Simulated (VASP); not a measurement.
The system is V.

```
V
1.0
    -1.55767    1.55767    1.55767
     1.55767   -1.55767    1.55767
     1.55767    1.55767   -1.55767
V
1
Direct
  0.00000 0.00000 0.00000
```

* Program: VASP 6.6.1
* Task: relaxation of cell and atoms
* Functional: PBEsol
* Potentials or basis: VASP PAW PBE potentials, release 64 (V_sv)
* Cutoff: 500 eV
* k mesh: 8 × 8 × 8
* Occupations: gaussian, width 0.1 eV
* Spin: no spin polarisation

At the start: pressure -23.2 GPa; volume 15.12 Å³/atom.

**Question.** Where does the relaxation end?

**Answer.** Over 4 steps the energy falls by 185.3 meV/atom and the volume is 12.89 Å³/atom (-14.7 %); space group Im-3m (No. 229, to 0.05 Å).

The path:
| step | energy change (eV) | largest force (eV/Å) | pressure (GPa) | volume (Å³) |
| --- | --- | --- | --- | --- |
| 1 | 0.0000 | 0.0000 | -23.21 | 15.12 |
| 2 | 0.0933 | 0.0000 | 50.32 | 10.82 |
| 3 | -0.1850 | 0.0000 | -1.25 | 12.96 |
| 4 | -0.1853 | 0.0000 | -0.25 | 12.89 |

Final structure:
```xyz
1
Lattice="-1.4770 1.4770 1.4770 1.4770 -1.4770 1.4770 1.4770 1.4770 -1.4770" Properties=species:S:1:pos:R:3 pbc="T T T"
V     1.4770    1.4770    1.4770
```

Caveat: the PAW data sets were made with another functional, which shifts forces and pressure a little.
